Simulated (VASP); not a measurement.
# CsCl (Pm-3m) in VASP: settings compared

Aim: see how the results for CsCl move with the level of theory and the settings. Levels: PBE, HSE06, PBE-based screened hybrid with 100 % exact exchange, PBE-based global hybrid with 50 % exact exchange. Tasks: single point.

All numbers are computed with VASP 6.6.1; they aren't measurements. Logs are shortened: lines on timing, memory, paths and dates and some standing lists are left out, and cuts for length are marked.

**1. The cell of the first run**

The structure is cubic, space group Pm-3m (No. 221). Conventional cell: a = 4.141 Å, b = 4.141 Å, c = 4.141 Å, α = 90.00°, β = 90.00°, γ = 90.00°. Cs (site symmetry m-3m) has 8 Cl at 3.59 Å and 6 Cs at 4.14 Å within 4.7 Å. Cl (site symmetry m-3m) has 8 Cs at 3.59 Å and 6 Cl at 4.14 Å within 4.7 Å.

**2. Single point, PBE**

File INCAR:

```
SYSTEM = CsCl
PREC = Accurate
ENCUT = 500
EDIFF = 1E-6
ISMEAR = 0
SIGMA = 0.01
LREAL = .FALSE.
LASPH = .TRUE.
NELM = 120
ALGO = Normal
ISIF = 2
LWAVE = .FALSE.
LCHARG = .FALSE.
GGA = PE
NBANDS = 15
GGA_COMPAT = .FALSE.
```

File KPOINTS:

```
Automatic mesh
0
Gamma
  4 4 4
  0.5 0.5 0.5
```

File POSCAR:

```
CsCl
1.0
    4.1406758997      0.0000000000      0.0000000000
    0.0000000000      4.1406758997      0.0000000000
    0.0000000000      0.0000000000      4.1406758997
Cs Cl
1 1
Direct
    0.0000000000      0.0000000000      0.0000000000
    0.5000000000      0.5000000000      0.5000000000
```

Potentials or basis: VASP PAW PBE potentials, release 64 (Cs_sv, Cl).

Started as:

```sh
$ cat potpaw_PBE.64/Cs_sv/POTCAR potpaw_PBE.64/Cl/POTCAR > POTCAR
$ mpirun -np 1 vasp_std > vasp.out
```

OUTCAR:

```text
SYSTEM = CsCl
   PREC = Accurate
   ENCUT = 500
   EDIFF = 1E-6
   ISMEAR = 0
   LREAL = .FALSE.
   LASPH = .TRUE.
   NELM = 120
   ISIF = 2
   GGA = PE

 ion  position               nearest neighbor table
   1  0.000  0.000  0.000-
   2  0.500  0.500  0.500-

  LATTYP: Found a simple cubic cell.
 ALAT       =     4.1406758997

  Lattice vectors:

 A1 = (   4.1406758997,   0.0000000000,   0.0000000000)
 A2 = (   0.0000000000,   4.1406758997,   0.0000000000)
 A3 = (   0.0000000000,   0.0000000000,   4.1406758997)

Analysis of symmetry for initial positions (statically):
=====================================================================
 Subroutine PRICEL returns:
 Original cell was already a primitive cell.

 Routine SETGRP: Setting up the symmetry group for a
 simple cubic supercell.

 Subroutine GETGRP returns: Found 48 space group operations
 (whereof 48 operations were pure point group operations)
 out of a pool of 48 trial point group operations.

The static configuration has the point symmetry O_h .

Analysis of symmetry for dynamics (positions and initial velocities):
=====================================================================
 Subroutine PRICEL returns:
 Original cell was already a primitive cell.

 Routine SETGRP: Setting up the symmetry group for a
 simple cubic supercell.

 Subroutine GETGRP returns: Found 48 space group operations
 (whereof 48 operations were pure point group operations)
 out of a pool of 48 trial point group operations.

The dynamic configuration has the point symmetry O_h .

 Subroutine INISYM returns: Found 48 space group operations
 (whereof 48 operations are pure point group operations),
 and found     1 'primitive' translations

----------------------------------------------------------------------------------------

                                     Primitive cell

  volume of cell :      70.9927

  direct lattice vectors                    reciprocal lattice vectors
     4.140675900  0.000000000  0.000000000     0.241506465  0.000000000  0.000000000
     0.000000000  4.140675900  0.000000000     0.000000000  0.241506465  0.000000000
     0.000000000  0.000000000  4.140675900     0.000000000  0.000000000  0.241506465

  length of vectors
     4.140675900  4.140675900  4.140675900     0.241506465  0.241506465  0.241506465

  position of ions in fractional coordinates (direct lattice)
     0.000000000  0.000000000  0.000000000
     0.500000000  0.500000000  0.500000000

  ion indices of the primitive-cell ions
   primitive index   ion index
                 1           1
                 2           2

----------------------------------------------------------------------------------------

 KPOINTS: Automatic mesh

Automatic generation of k-mesh.
 Grid dimensions read from file:
 generate k-points for:    4    4    4

 Generating k-lattice:

  Cartesian coordinates                     Fractional coordinates (reciprocal lattice)
     0.060376616  0.000000000  0.000000000     0.250000000  0.000000000  0.000000000
     0.000000000  0.060376616  0.000000000     0.000000000  0.250000000  0.000000000
     0.000000000  0.000000000  0.060376616     0.000000000  0.000000000  0.250000000

  Length of vectors
     0.060376616  0.060376616  0.060376616

  Shift w.r.t. Gamma in fractional coordinates (k-lattice)
     0.500000000  0.500000000  0.500000000

 Subroutine IBZKPT returns following result:
 ===========================================

 Found      4 irreducible k-points:

 Following reciprocal coordinates:
            Coordinates               Weight
  0.125000  0.125000  0.125000      8.000000
  0.375000  0.125000  0.125000     24.000000
  0.375000  0.375000  0.125000     24.000000
  0.375000  0.375000  0.375000      8.000000
   k-points           NKPTS =      4   k-points in BZ     NKDIM =      4   number of bands    NBANDS=     15
   number of dos      NEDOS =    301   number of ions     NIONS =      2
   total plane-waves  NPLWV =  27000
   dimension x,y,z NGX =    30 NGY =   30 NGZ =   30
   dimension x,y,z NGXF=    60 NGYF=   60 NGZF=   60
   ions per type =               1   1
   NGX,Y,Z   is equivalent  to a cutoff of  12.04, 12.04, 12.04 a.u.
   NGXF,Y,Z  is equivalent  to a cutoff of  24.09, 24.09, 24.09 a.u.
 SYSTEM =  CsCl
   PREC   = accura    normal or accurate (medium, high low for compatibility)
   ISTART =      0    job   : 0-new  1-cont  2-samecut
   ICHARG =      2    charge: 1-file 2-atom 10-const
   ISPIN  =      1    spin polarized calculation?
   LNONCOLLINEAR =      F non collinear calculations
   LSORBIT =      F    spin-orbit coupling
   LASPH  =      T    aspherical Exc in radial PAW
   ENCUT  =  500.0 eV  36.75 Ry    6.06 a.u.   7.55  7.55  7.55*2*pi/ulx,y,z
   NELM   =    120;   NELMIN=  2; NELMDL= -5     # of ELM steps
   EDIFF  = 0.1E-05   stopping-criterion for ELM
   LREAL  =      F    real-space projection
   EDIFFG = 0.1E-04   stopping-criterion for IOM
   NSW    =      0    number of steps for IOM
   IBRION =     -1    ionic relax: 0-MD 1-quasi-New 2-CG
   NFREE  =      0    steps in history (QN), initial steepest desc. (CG)
   ISIF   =      2    stress and relaxation
   ISYM   =      2    0-nonsym 1-usesym 2-fastsym
   POTIM  = 0.5000    time-step for ionic-motion
   TEBEG  =    0.0;   TEEND  =   0.0 temperature during run
   PSTRESS=    0.0 pullay stress
   NELECT =      16.0000    total number of electrons
   NUPDOWN=      -1.0000    fix difference up-down
   EMIN   =  10.00;   EMAX   =-10.00  energy-range for DOS
   EFERMI =   0.00;   METHOD = LEGACY
   ISMEAR =     0;   SIGMA  =   0.01  broadening in eV -4-tet -1-fermi 0-gaus
   EFERMI_NEDOS =   21; number of points for ismear=-14 and -15
   IALGO  =     38    algorithm
   IMIX   =      4    mixing-type and parameters
     AMIX     =   0.40;   BMIX     =  1.00
     AMIX_MAG =   1.60;   BMIX_MAG =  1.00
  volume/ion in A,a.u.               =      35.50       239.54
  Fermi-wavevector in a.u.,A,eV,Ry     =   0.996270  1.882677 13.504508  0.992553
  Thomas-Fermi vector in A             =   2.128347
   LORBIT       =      0    0 simple, 1 ext, 2 COOP (PROOUT), +10 PAW based schemes
   GGA     = PE    functional components
   LHFCALC =     F    Hartree Fock is set to
   AEXX    =    0.0000 exact exchange contribution
   IVDW    =     0    specifies the selected vdW correction
   LEPSILON=     F    determine dielectric tensor
   LRPA    =     F    only Hartree local field effects (RPA)
 non-spin polarized calculation
 Gauss-broadening in eV      SIGMA  =   0.01
  energy-cutoff  :      500.00
  volume of cell :       70.99
 maximum number of plane-waves:      1812
 NGX is ok and might be reduce to    30
   NGX = 15   NGY = 15   NGZ = 15

 number of electron      15.9999997 magnetization

 Free energy of the ion-electron system (eV)
  ---------------------------------------------------
  ext. energy  EPLUGINS =         0.00000000
  ---------------------------------------------------
  free energy    TOTEN  =        -6.53263130 eV

  energy without entropy =       -6.53263130  energy(sigma->0) =       -6.53263130

 E-fermi :  -0.4375     XC(G=0):  -8.1985

 val. band max:       -0.5085791267   @ k =   0.1250   0.1250   0.1250
 cond. band min:       5.7007255463   @ k =   0.1250   0.1250   0.1250
 fundamental gap:      6.2093046730
 Fermi energy:        -0.4374960062

 k-point     1 :       0.1250    0.1250    0.1250
  band No.  band energies     occupation
      1     -19.7495      2.00000
      2     -12.5506      2.00000
      3      -6.3775      2.00000
      4      -6.3775      2.00000
      5      -6.2676      2.00000
      6      -0.7579      2.00000
      7      -0.5086      2.00000
      8      -0.5086      2.00000
      9       5.7007      0.00000
     10       5.7007      0.00000
     11       5.7516      0.00000
     12       8.9774      0.00000
     13       8.9774      0.00000
     14       9.8271      0.00000
     15      12.2705      0.00000

 k-point     2 :       0.3750    0.1250    0.1250
  band No.  band energies     occupation
      1     -19.6967      2.00000
      2     -12.5500      2.00000
      3      -6.7749      2.00000
      4      -6.2958      2.00000
      5      -6.2709      2.00000
      6      -1.2219      2.00000
      7      -0.7048      2.00000
      8      -0.5363      2.00000
      9       6.2534      0.00000
     10       6.8077      0.00000
     11       7.4609      0.00000
     12       8.3418      0.00000
     13       8.9999      0.00000
     14       9.1867      0.00000
     15      10.7089      0.00000

 k-point     3 :       0.3750    0.3750    0.1250
  band No.  band energies     occupation
      1     -19.6490      2.00000
      2     -12.4810      2.00000
      3      -6.8936      2.00000
      4      -6.8253      2.00000
      5      -6.2098      2.00000
      6      -1.0087      2.00000
      7      -0.8459      2.00000
      8      -0.5874      2.00000
      9       6.1754      0.00000
     10       6.3308      0.00000
     11       7.7800      0.00000
     12       8.0150      0.00000
     13       9.3040      0.00000
     14       9.8617      0.00000
     15      11.8681      0.00000

 k-point     4 :       0.3750    0.3750    0.3750
  band No.  band energies     occupation
      1     -19.6038      2.00000
      2     -12.4194      2.00000
      3      -6.7739      2.00000
      4      -6.7411      2.00000
      5      -6.7411      2.00000
      6      -1.2535      2.00000
      7      -1.2535      2.00000
      8      -1.0396      2.00000
      9       7.1304      0.00000
     10       7.9223      0.00000
     11       7.9223      0.00000
     12       9.0762      0.00000
     13       9.0762      0.00000
     14       9.2195      0.00000
     15      12.7897      0.00000

------------------------ aborting loop because EDIFF is reached ----------------------------------------

  FORCE on cell =-STRESS in cart. coord.  units (eV):
  Direction    XX          YY          ZZ          XY          YZ          ZX
  --------------------------------------------------------------------------------------
  -------------------------------------------------------------------------------------
  Total        0.3431690      0.3431690      0.3431690      0.0000000     -0.0000000      0.0000000
  in kB        7.7447063      7.7447063      7.7447063      0.0000000     -0.0000000      0.0000000
  external PRESSURE =       7.7447063 kB  Pullay stress =       0.0000000 kB

 VOLUME and BASIS-vectors are now :
 -----------------------------------------------------------------------------
  energy-cutoff  :      500.00
  volume of cell :       70.99
      direct lattice vectors                 reciprocal lattice vectors
     4.140675900  0.000000000  0.000000000     0.241506465  0.000000000  0.000000000
     0.000000000  4.140675900  0.000000000     0.000000000  0.241506465  0.000000000
     0.000000000  0.000000000  4.140675900     0.000000000  0.000000000  0.241506465

 POSITION                                       TOTAL-FORCE (eV/Angst)
 -----------------------------------------------------------------------------------
      0.00000      0.00000      0.00000         0.000000      0.000000      0.000000
      2.07034      2.07034      2.07034         0.000000      0.000000      0.000000
 -----------------------------------------------------------------------------------
    total drift:                                0.000000      0.000000      0.000000

  FREE ENERGIE OF THE ION-ELECTRON SYSTEM (eV)
  ---------------------------------------------------
  free  energy   TOTEN  =        -6.5326312967 eV

  energy  without entropy=       -6.5326312967  energy(sigma->0) =       -6.53263130
```

It took 4 s on 1 thread of Intel Xeon Platinum 8488C (Sapphire Rapids), shared host; peak memory 0.15 GiB.

Results:

- Free energy: -6.5326 eV
- Pressure: 0.8 GPa
- Band gap on the k mesh: 6.21 eV

Caveat: spin-orbit coupling is left out, which moves the levels of the heavy elements; a shifted mesh leaves out Γ, where band edges can lie. A k mesh can miss the band edges.

**3. Single point, PBE**

File INCAR:

```
PREC = Accurate
ENCUT = 500
EDIFF = 1E-6
ISMEAR = -1
SIGMA = 0.2
LREAL = False
LASPH = True
NELM = 120
ALGO = Normal
ISIF = 2
LWAVE = False
LCHARG = False
GGA = PE
NBANDS = 15
GGA_COMPAT = False
```

File KPOINTS:

```
Automatic mesh
0
Gamma
  4 4 4
```

POSCAR is that of step 2.

Potentials or basis: VASP PAW PBE potentials, release 64 (Cs_sv, Cl).

Started as:

```sh
$ cat potpaw_PBE.64/Cs_sv/POTCAR potpaw_PBE.64/Cl/POTCAR > POTCAR
$ mpirun -np 1 vasp_std > vasp.out
```

Run time: 6.5 s. Hardware: 1 thread of Intel Xeon Platinum 8488C (Sapphire Rapids), shared host; peak memory 0.16 GiB.

Results (log left out):

- Free energy: -6.5318 eV
- Pressure: 0.8 GPa
- Band gap on the k mesh: 5.20 eV

Levels at points of the mesh, in eV from the valence-band top:
| k point | band 6 | band 7 | band 8 | band 9 | band 10 | band 11 |
| --- | --- | --- | --- | --- | --- | --- |
| (0.00, 0.00, 0.00) | 0.00 | 0.00 | 0.00 | 5.20 | 5.41 | 5.41 |
| (0.50, 0.00, 0.00) | -1.14 | -0.23 | -0.23 | 6.41 | 7.55 | 8.80 |
| (0.50, 0.50, 0.00) | -0.42 | -0.42 | -0.05 | 5.94 | 6.01 | 7.96 |
| (0.50, 0.50, 0.50) | -1.06 | -1.06 | -1.06 | 8.44 | 8.44 | 8.44 |

Caveat: spin-orbit coupling is left out, which moves the levels of the heavy elements.

**4. Single point, HSE06**

POSCAR is that of step 3.

File INCAR.step1:

```
ALGO     = Normal         # electronic algorithm
EDIFF    = 1E-5           # SCF threshold, eV
ENCUT    = 400            # plane-wave cutoff, eV
GGA      = PE             # functional
GGA_COMPAT= False        
ISIF     = 2              # what is computed and relaxed
ISMEAR   = 0              # smearing method
LASPH    = True           # aspherical terms in the spheres
LREAL    = False          # projectors in reciprocal space
LWAVE    = True           # write WAVECAR
NBANDS   = 15             # bands
NELM     = 120            # most SCF steps
PREC     = Accurate       # precision mode
SIGMA    = 0.01           # smearing width, eV
```

File INCAR.step2:

```
ALGO     = Normal         # electronic algorithm
EDIFF    = 1E-6           # SCF threshold, eV
ENCUT    = 400            # plane-wave cutoff, eV
GGA      = PE             # functional
GGA_COMPAT= False        
HFSCREEN = 0.2079         # screening, 1/A
ISIF     = 2              # what is computed and relaxed
ISMEAR   = 0              # smearing method
ISTART   = 1            
LASPH    = True           # aspherical terms in the spheres
LCHARG   = True           # write CHGCAR
LELF     = True           # ELF
LHFCALC  = True           # exact exchange
LREAL    = False          # projectors in reciprocal space
LVHAR    = True         
LWAVE    = False          # write WAVECAR
NBANDS   = 15             # bands
NELM     = 120            # most SCF steps
PREC     = Accurate       # precision mode
PRECFOCK = Normal       
SIGMA    = 0.01           # smearing width, eV
```

File KPOINTS:

```
k-points
0
Gamma
  4 4 4
```

Potentials or basis: VASP PAW PBE potentials, release 64 (Cs_sv, Cl).

Started as:

```sh
$ cat potpaw_PBE.64/Cs_sv/POTCAR potpaw_PBE.64/Cl/POTCAR > POTCAR
$ cp INCAR.step1 INCAR
$ mpirun -np 1 vasp_std > vasp.out
$ cp INCAR.step2 INCAR
$ mpirun -np 1 vasp_std > vasp.out
```

OUTCAR:

```text
EDIFF = 1E-6
   ENCUT = 400
   GGA = PE
   HFSCREEN = 0.2079
   ISIF = 2
   ISMEAR = 0
   ISTART = 1
   LASPH = True
   LHFCALC = True
   LREAL = False
   NELM = 120
   PREC = Accurate
   PRECFOCK = Normal

 ion  position               nearest neighbor table
   1  0.000  0.000  0.000-
   2  0.500  0.500  0.500-

  LATTYP: Found a simple cubic cell.
 ALAT       =     4.1406758997

  Lattice vectors:
[... 356 lines left out ...]
     13      10.5374      0.00000
     14      10.5374      0.00000
     15      12.7661      0.00000

------------------------ aborting loop because EDIFF is reached ----------------------------------------

  FORCE on cell =-STRESS in cart. coord.  units (eV):
  Direction    XX          YY          ZZ          XY          YZ          ZX
  --------------------------------------------------------------------------------------
  -------------------------------------------------------------------------------------
  Total        0.1778967      0.1778967      0.1778967      0.0000000     -0.0000000     -0.0000000
  in kB        4.0148088      4.0148088      4.0148088      0.0000000     -0.0000000     -0.0000000
  external PRESSURE =       4.0148088 kB  Pullay stress =       0.0000000 kB

 VOLUME and BASIS-vectors are now :
 -----------------------------------------------------------------------------
  energy-cutoff  :      400.00
  volume of cell :       70.99
      direct lattice vectors                 reciprocal lattice vectors
     4.140675900  0.000000000  0.000000000     0.241506465  0.000000000  0.000000000
     0.000000000  4.140675900  0.000000000     0.000000000  0.241506465  0.000000000
     0.000000000  0.000000000  4.140675900     0.000000000  0.000000000  0.241506465

 POSITION                                       TOTAL-FORCE (eV/Angst)
 -----------------------------------------------------------------------------------
      0.00000      0.00000      0.00000         0.000000      0.000000      0.000000
      2.07034      2.07034      2.07034         0.000000      0.000000      0.000000
 -----------------------------------------------------------------------------------
    total drift:                               -0.000001     -0.000001     -0.000001

  FREE ENERGIE OF THE ION-ELECTRON SYSTEM (eV)
  ---------------------------------------------------
  free  energy   TOTEN  =        -7.6261247548 eV

  energy  without entropy=       -7.6261247548  energy(sigma->0) =       -7.62612475
```

OUTCAR.step1:

```text
EDIFF = 1E-5
   ENCUT = 400
   GGA = PE
   ISIF = 2
   ISMEAR = 0
[... 385 lines left out ...]
 -----------------------------------------------------------------------------------
      0.00000      0.00000      0.00000         0.000000      0.000000      0.000000
      2.07034      2.07034      2.07034         0.000000      0.000000      0.000000
 -----------------------------------------------------------------------------------
    total drift:                                0.000000      0.000000      0.000000

  FREE ENERGIE OF THE ION-ELECTRON SYSTEM (eV)
  ---------------------------------------------------
  free  energy   TOTEN  =        -6.5317763488 eV

  energy  without entropy=       -6.5317763488  energy(sigma->0) =       -6.53177635
```

OSZICAR.step1:

```text
N       E                     dE             d eps       ncg     rms          rms(c)
DAV:   1     0.753263586099E+02    0.75326E+02   -0.58674E+03   300   0.753E+02
DAV:   2    -0.148859951092E+01   -0.76815E+02   -0.71418E+02   414   0.146E+02
DAV:   3    -0.690687305081E+01   -0.54183E+01   -0.53950E+01   398   0.428E+01
DAV:   4    -0.695088649018E+01   -0.44013E-01   -0.44009E-01   356   0.467E+00
DAV:   5    -0.695139121312E+01   -0.50472E-03   -0.50472E-03   426   0.502E-01    0.231E+00
DAV:   6    -0.657616870051E+01    0.37522E+00   -0.42719E-01   370   0.366E+00    0.164E+00
DAV:   7    -0.653100579024E+01    0.45163E-01   -0.14164E-01   377   0.201E+00    0.110E+00
DAV:   8    -0.653185077597E+01   -0.84499E-03   -0.17750E-02   342   0.833E-01    0.214E-01
DAV:   9    -0.653153454710E+01    0.31623E-03   -0.22851E-03   391   0.257E-01    0.103E-01
DAV:  10    -0.653176863682E+01   -0.23409E-03   -0.34109E-04   349   0.128E-01    0.126E-02
DAV:  11    -0.653177634883E+01   -0.77120E-05   -0.16842E-05   339   0.276E-02
   1 F= -.65317763E+01 E0= -.65317763E+01  d E =-.258532E-55
```

It took 3.1 min on 1 thread of Intel Xeon Platinum 8488C (Sapphire Rapids), shared host; peak memory 0.26 GiB.

What came out:

```yaml
Free_energy: -7.6261 eV
Pressure: 0.4 GPa
Band_gap_on_the_k_mesh: 6.51 eV
```

Levels at points of the mesh, in eV from the valence-band top:
```tsv
k point	band 5	band 6	band 7	band 8	band 9	band 10	band 11	band 12
(0.00, 0.00, 0.00)	-6.09	0.00	0.00	0.00	6.51	6.68	6.68	11.55
(0.50, 0.00, 0.00)	-5.93	-1.19	-0.24	-0.24	7.76	8.96	10.18	10.61
(0.50, 0.50, 0.00)	-5.85	-0.45	-0.45	-0.06	7.25	7.33	9.38	9.38
(0.50, 0.50, 0.50)	-6.62	-1.12	-1.12	-1.12	9.91	9.91	9.91	11.87
```

Caveat: the PAW data sets were made with another functional, which shifts forces and pressure a little; spin-orbit coupling is left out, which moves the levels of the heavy elements.

(Part 1 of 2 ends here.)
